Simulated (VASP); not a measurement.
Wanted: the native input for a VASP 6.6.1 run.

```yaml
Task: relaxation of cell and atoms
Functional: PBE
Potentials_or_basis: VASP PAW PBE potentials, release 64 (Al, N)
Cutoff: 600 eV
k_mesh: 4 × 4 × 4
Occupations: gaussian, width 0.2 eV
Spin: no spin polarisation
Dipole_correction: no
Further_INCAR_settings: ALGO = Normal; EDIFF = 1e-06; IBRION = 2; EDIFFG = -0.08; NSW = 36; ISIF = 3
```

The structure of Al4N3 lies in POSCAR:

```
Al4N3
1.0
    4.4600000000      0.0000000000      0.0000000000
    0.0000000000      4.4600000000      0.0000000000
    0.0000000000      0.0000000000      4.4600000000
Al N
4 3
Direct
    0.7550000000      0.7550000000      0.2450000000
    0.2450000000      0.2450000000      0.2450000000
    0.7550000000      0.2450000000      0.7550000000
    0.2450000000      0.7550000000      0.7550000000
    0.5000000000      0.0000000000      0.5000000000
    0.0000000000      0.5000000000      0.5000000000
    0.5000000000      0.5000000000      0.0000000000
```

One way to write it, as run:

INCAR

```
SYSTEM = Al4N3
  PREC = Accurate
  ENCUT = 600
  EDIFF = 1E-6
  ISMEAR = 0
  SIGMA = 0.2
  LREAL = .False.
  LASPH = .True.
  NELM = 100
  ALGO = Normal
  ISIF = 3
  LWAVE = .False.
  LCHARG = .False.
  GGA = PE
  IBRION = 2
  NSW = 36
  EDIFFG = -0.08
```

KPOINTS

```
regular mesh
0
Gamma
  4 4 4
  0 0 0
```

Potentials or basis: VASP PAW PBE potentials, release 64 (Al, N).

Command:

```sh
$ cat potpaw_PBE.64/Al/POTCAR potpaw_PBE.64/N/POTCAR > POTCAR
$ mpirun -np 1 vasp_std > vasp.out
```

Results of the run:

```
Relaxed volume                         : 12.02 Å³/atom
Relaxed cell                           : a = 4.382 Å, b = 4.382 Å, c = 4.382 Å, α = 90.00°, β = 90.00°, γ = 90.00°
Space group after relaxing (to 0.05 Å) : P-43m (No. 215)
Energy gained by relaxing              : 19.8 meV/atom
Ionic steps                            : 3
Pressure after relaxing                : -0.2 GPa
Largest force after relaxing           : 0.069 eV/Å
```

Caveat: the relaxation stopped at a loose force limit of 0.08 eV/Å, so its end isn't a converged minimum.

Run time: 16 s on 1 thread of Intel(R) Xeon(R) 6975P-C (Granite Rapids), on a shared host, peak memory 0.2 GiB.
